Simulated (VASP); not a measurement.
# Sn (C2/c) in VASP: notebook, part 3 of 3

VASP 6.6.1.

## Step 6: Single point, PBE

Input file INCAR:

```
SYSTEM = Sn
ALGO = Normal ; EDIFF = 1E-6
ENCUT = 520 ; GGA = PE
ISIF = 2 ; ISMEAR = -1
LASPH = .True. ; LCHARG = .False.
LREAL = .False. ; LWAVE = .False.
NBANDS = 21 ; NELM = 80
PREC = Accurate ; SIGMA = 0.1
```

Input file KPOINTS:

```
k-points
0
Gamma
  5 5 4
  0 0 0
```

Input file POSCAR:

```
Sn
1.0
   -2.9773321013      2.9790067394      1.6030901642
    2.9790067394     -2.9773321013      1.6030901642
    2.9770686044      2.9770686044     -1.6000204610
Sn
2
Direct
    0.0000231878      0.9999768122      0.0000000000
    0.7499768122      0.2500231878      0.5000000000
```

Potentials or basis: VASP PAW PBE potentials, release 64 (Sn_d).

The run is started by

```console
cat potpaw_PBE.64/Sn_d/POTCAR > POTCAR
mpirun -np 1 vasp_std > vasp.out
```

OUTCAR:

```text
SYSTEM = Sn
   EDIFF = 1E-6
   ENCUT = 520
   GGA = PE
   ISIF = 2
   ISMEAR = -1
   LASPH = .True.
   LREAL = .False.
   NELM = 80
   PREC = Accurate

 ion  position               nearest neighbor table
   1  0.000  1.000  0.000-   2 3.08   2 3.08   2 3.08   2 3.08
   2  0.750  0.250  0.500-   1 3.08   1 3.08   1 3.08   1 3.08

  LATTYP: Found a base centered monoclinic cell.
 ALAT       =     3.2061812031
 B/A-ratio  =     2.6272798189
 C/A-ratio  =     1.4047838613
 COS(beta)  =    -0.3545544096

  Lattice vectors:

 A1 = (  -2.9773321013,   2.9790067394,   1.6030901642)
 A2 = (   2.9790067394,  -2.9773321013,   1.6030901642)
 A3 = (   2.9770686044,   2.9770686044,  -1.6000204610)

Analysis of symmetry for initial positions (statically):
=====================================================================
 Subroutine PRICEL returns:
 Original cell was already a primitive cell.

 Routine SETGRP: Setting up the symmetry group for a
 base centered monoclinic supercell.

 Subroutine GETGRP returns: Found  4 space group operations
 (whereof  2 operations were pure point group operations)
 out of a pool of  4 trial point group operations.

The static configuration has the point symmetry C_2 .
 The point group associated with its full space group is C_2h.

Analysis of symmetry for dynamics (positions and initial velocities):
=====================================================================
 Subroutine PRICEL returns:
 Original cell was already a primitive cell.

 Routine SETGRP: Setting up the symmetry group for a
 base centered monoclinic supercell.

 Subroutine GETGRP returns: Found  4 space group operations
 (whereof  2 operations were pure point group operations)
 out of a pool of  4 trial point group operations.

The dynamic configuration has the point symmetry C_2 .
 The point group associated with its full space group is C_2h.

 Subroutine INISYM returns: Found  4 space group operations
 (whereof  2 operations are pure point group operations),
 and found     1 'primitive' translations

----------------------------------------------------------------------------------------

                                     Primitive cell

  volume of cell :      56.8693

  direct lattice vectors                    reciprocal lattice vectors
    -2.977332101  2.979006739  1.603090164    -0.000153283  0.167735084  0.311810085
     2.979006739 -2.977332101  1.603090164     0.167735084 -0.000153283  0.311810085
     2.977068604  2.977068604 -1.600020461     0.167903313  0.167903313 -0.000175397

  length of vectors
     4.506538103  4.506538103  4.503991610     0.354063004  0.354063004  0.237451207

  position of ions in fractional coordinates (direct lattice)
     0.000023188  0.999976812  1.000000000
     0.749976812  0.250023188  0.500000000

  ion indices of the primitive-cell ions
   primitive index   ion index
                 1           1
                 2           2

----------------------------------------------------------------------------------------

 KPOINTS: k-points

Automatic generation of k-mesh.
 Grid dimensions read from file:
 generate k-points for:    5    5    4

 Generating k-lattice:

  Cartesian coordinates                     Fractional coordinates (reciprocal lattice)
    -0.000030657  0.033547017  0.062362017     0.200000000  0.000000000 -0.000000000
     0.033547017 -0.000030657  0.062362017     0.000000000  0.200000000 -0.000000000
     0.041975828  0.041975828 -0.000043849    -0.000000000 -0.000000000  0.250000000

  Length of vectors
     0.070812601  0.070812601  0.059362802

  Shift w.r.t. Gamma in fractional coordinates (k-lattice)
     0.000000000  0.000000000  0.000000000

 Subroutine IBZKPT returns following result:
 ===========================================

 Found     33 irreducible k-points:

 Following reciprocal coordinates:
            Coordinates               Weight
  0.000000  0.000000  0.000000      1.000000
  0.200000 -0.000000  0.000000      4.000000
  0.400000 -0.000000  0.000000      4.000000
  0.200000  0.200000 -0.000000      2.000000
  0.400000  0.200000 -0.000000      4.000000
 -0.400000  0.200000  0.000000      4.000000
[... 16 lines left out ...]
 -0.200000 -0.400000  0.250000      4.000000
 -0.200000 -0.200000  0.250000      2.000000
 [... further k-points ...]
   k-points           NKPTS =     33   k-points in BZ     NKDIM =     33   number of bands    NBANDS=     21
   number of dos      NEDOS =    301   number of ions     NIONS =      2
   total plane-waves  NPLWV =  46656
   dimension x,y,z NGX =    36 NGY =   36 NGZ =   36
   dimension x,y,z NGXF=    72 NGYF=   72 NGZF=   72
   ions per type =               2
   NGX,Y,Z   is equivalent  to a cutoff of  13.28, 13.28, 13.29 a.u.
   NGXF,Y,Z  is equivalent  to a cutoff of  26.56, 26.56, 26.58 a.u.
 SYSTEM =  Sn
   PREC   = accura    normal or accurate (medium, high low for compatibility)
   ISTART =      0    job   : 0-new  1-cont  2-samecut
   ICHARG =      2    charge: 1-file 2-atom 10-const
   ISPIN  =      1    spin polarized calculation?
   LNONCOLLINEAR =      F non collinear calculations
   LSORBIT =      F    spin-orbit coupling
   LASPH  =      T    aspherical Exc in radial PAW
   ENCUT  =  520.0 eV  38.22 Ry    6.18 a.u.   8.38  8.38  8.37*2*pi/ulx,y,z
   NELM   =     80;   NELMIN=  2; NELMDL= -5     # of ELM steps
   EDIFF  = 0.1E-05   stopping-criterion for ELM
   LREAL  =      F    real-space projection
   EDIFFG = 0.1E-04   stopping-criterion for IOM
   NSW    =      0    number of steps for IOM
   IBRION =     -1    ionic relax: 0-MD 1-quasi-New 2-CG
   NFREE  =      0    steps in history (QN), initial steepest desc. (CG)
   ISIF   =      2    stress and relaxation
   ISYM   =      2    0-nonsym 1-usesym 2-fastsym
   POTIM  = 0.5000    time-step for ionic-motion
   TEBEG  =    0.0;   TEEND  =   0.0 temperature during run
   PSTRESS=    0.0 pullay stress
   NELECT =      28.0000    total number of electrons
   NUPDOWN=      -1.0000    fix difference up-down
   EMIN   =  10.00;   EMAX   =-10.00  energy-range for DOS
   EFERMI =   0.00;   METHOD = LEGACY
   ISMEAR =    -1;   SIGMA  =   0.10  broadening in eV -4-tet -1-fermi 0-gaus
   EFERMI_NEDOS =   21; number of points for ismear=-14 and -15
   IALGO  =     38    algorithm
   IMIX   =      4    mixing-type and parameters
     AMIX     =   0.40;   BMIX     =  1.00
     AMIX_MAG =   1.60;   BMIX_MAG =  1.00
  volume/ion in A,a.u.               =      28.43       191.89
  Fermi-wavevector in a.u.,A,eV,Ry     =   1.292711  2.442870 22.736723  1.671102
  Thomas-Fermi vector in A             =   2.424402
   LORBIT       =      0    0 simple, 1 ext, 2 COOP (PROOUT), +10 PAW based schemes
   GGA     = PE    functional components
   LHFCALC =     F    Hartree Fock is set to
   AEXX    =    0.0000 exact exchange contribution
   IVDW    =     0    specifies the selected vdW correction
   LEPSILON=     F    determine dielectric tensor
   LRPA    =     F    only Hartree local field effects (RPA)
 non-spin polarized calculation
  energy-cutoff  :      520.00
  volume of cell :       56.87
 maximum number of plane-waves:      1553
 NGX is ok and might be reduce to    36
   NGX = 17   NGY = 17   NGZ = 17

 number of electron      27.9999994 magnetization

 Free energy of the ion-electron system (eV)
  ---------------------------------------------------
  ext. energy  EPLUGINS =         0.00000000
  ---------------------------------------------------
  free energy    TOTEN  =        -7.64644579 eV

  energy without entropy =       -7.61622034  energy(sigma->0) =       -7.63133306

 E-fermi :   7.4991     XC(G=0): -10.0835

 val. band max:        7.3008087332   @ k =   0.2000  -0.0000   0.0000
 cond. band min:       7.5094304546   @ k =  -0.4000   0.0000   0.2500
 fundamental gap:      0.2086217213
 Fermi energy:         7.4991420970

 k-point     1 :       0.0000    0.0000    0.0000
  band No.  band energies     occupation
      1     -14.1642      2.00000
      2     -14.1046      2.00000
      3     -14.0582      2.00000
      4     -14.0512      2.00000
      5     -13.9187      2.00000
      6     -13.9124      2.00000
[... 13 lines left out ...]
     20      16.9291      0.00000
     21      17.6134      0.00000
[... 529 lines left out ...]
 k-point    24 :      -0.2000   -0.2000    0.2500
  band No.  band energies     occupation
      1     -14.1219      2.00000
      2     -14.0118      2.00000
      3     -14.0113      2.00000
      4     -14.0033      2.00000
      5     -13.9567      2.00000
      6     -13.9555      2.00000
[... 13 lines left out ...]
     20      16.4672      0.00000
     21      16.5725      0.00000

 [... further k-points ...]

------------------------ aborting loop because EDIFF is reached ----------------------------------------

  FORCE on cell =-STRESS in cart. coord.  units (eV):
  Direction    XX          YY          ZZ          XY          YZ          ZX
  --------------------------------------------------------------------------------------
  -------------------------------------------------------------------------------------
  Total        0.6418963      0.6418963     -0.9265004      0.2832013     -0.0920310     -0.0920311
  in kB       18.0841186     18.0841186    -26.1022615      7.9786195     -2.5927870     -2.5927875
  external PRESSURE =       3.3553253 kB  Pullay stress =       0.0000000 kB

 VOLUME and BASIS-vectors are now :
 -----------------------------------------------------------------------------
  energy-cutoff  :      520.00
  volume of cell :       56.87
      direct lattice vectors                 reciprocal lattice vectors
    -2.977332101  2.979006739  1.603090164    -0.000153283  0.167735084  0.311810085
     2.979006739 -2.977332101  1.603090164     0.167735084 -0.000153283  0.311810085
     2.977068604  2.977068604 -1.600020461     0.167903313  0.167903313 -0.000175397

 POSITION                                       TOTAL-FORCE (eV/Angst)
 -----------------------------------------------------------------------------------
      2.97887     -2.97719      1.60309        -0.023832      0.023832      0.000000
      0.00043      2.97832      0.80308         0.023832     -0.023832     -0.000000
 -----------------------------------------------------------------------------------
    total drift:                                0.000000     -0.000000      0.000000

  FREE ENERGIE OF THE ION-ELECTRON SYSTEM (eV)
  ---------------------------------------------------
  free  energy   TOTEN  =        -7.6464457851 eV

  energy  without entropy=       -7.6162203370  energy(sigma->0) =       -7.63133306
```

OSZICAR:

```text
N       E                     dE             d eps       ncg     rms          rms(c)
DAV:   1     0.224795308776E+03    0.22480E+03   -0.14481E+04  1406   0.205E+03
DAV:   2     0.159909168885E+02   -0.20880E+03   -0.20467E+03  1396   0.460E+02
DAV:   3    -0.690695938116E+01   -0.22898E+02   -0.22726E+02  1649   0.136E+02
DAV:   4    -0.763162054931E+01   -0.72466E+00   -0.72441E+00  1531   0.269E+01
DAV:   5    -0.766109032151E+01   -0.29470E-01   -0.29469E-01  1998   0.509E+00    0.217E+00
DAV:   6    -0.764870317330E+01    0.12387E-01   -0.28432E-02  1862   0.234E+00    0.122E+00
DAV:   7    -0.764643710573E+01    0.22661E-02   -0.16557E-02  1890   0.179E+00    0.156E-01
DAV:   8    -0.764643748237E+01   -0.37664E-06   -0.18143E-03  1710   0.559E-01    0.369E-02
DAV:   9    -0.764644678090E+01   -0.92985E-05   -0.59722E-05  1836   0.704E-02    0.834E-03
DAV:  10    -0.764644578508E+01    0.99582E-06   -0.57254E-06  1634   0.328E-02
   1 F= -.76464458E+01 E0= -.76313331E+01  d E =-.302254E-01
```

It took 31 s on 1 thread of Intel Xeon 6975P-C, shared host; peak memory 0.21 GiB.

What came out:

```
Free energy            : -7.6464 eV
Pressure               : 0.3 GPa
Largest force          : 0.034 eV/Å
Band gap on the k mesh : zero (band 14 reaches 8.47 eV, above the bottom of band 15 at 5.94 eV)
```

Forces on the atoms (eV/Å):
```
Sn  -0.024  0.024  0.000
Sn   0.024 -0.024  0.000
```

Stress tensor (GPa, compression positive):
```
 1.81  0.80 -0.26
 0.80  1.81 -0.26
-0.26 -0.26 -2.61
```

Levels at points of the mesh, in eV from the Fermi level:
| k point | band 11 | band 12 | band 13 | band 14 | band 15 | band 16 | band 17 | band 18 |
| --- | --- | --- | --- | --- | --- | --- | --- | --- |
| (0.00, 0.00, 0.00) | -10.88 | -3.96 | -1.98 | -1.98 | 2.92 | 5.81 | 5.82 | 6.63 |
| (0.00, 0.00, 0.50) | -8.75 | -8.75 | 0.46 | 0.46 | 1.32 | 1.32 | 5.92 | 5.92 |

Caveat: the k points lie up to 0.44 Å⁻¹ apart; spin-orbit coupling is left out, which moves the levels of the heavy elements.

## Step 7: Overview

| k mesh | gap on the mesh (eV) | pressure (GPa) | largest force (eV/Å) |
| --- | --- | --- | --- |
| 6 × 6 × 4 | none | -0.1 | 0.04 |
| 2 × 2 × 1 | none | 6.4 | 0.28 |
| 3 × 3 × 2 | none | -0.7 | 0.32 |
| 4 × 4 × 3 | none | 0.4 | 0.09 |
| 5 × 5 × 4 | none | 0.3 | 0.03 |

Alike in all rows: task single point; level PBE; potentials or basis VASP PAW PBE potentials, release 64 (Sn_d); no spin polarisation; cell as given; cutoff (eV) 520; smearing fermi-dirac 0.1 eV.

Caveats: all runs use coarse meshes; spin-orbit coupling is left out, which moves the levels of the heavy elements.

Total energies depend on the potentials used, so only differences within one code and one set of settings carry meaning.
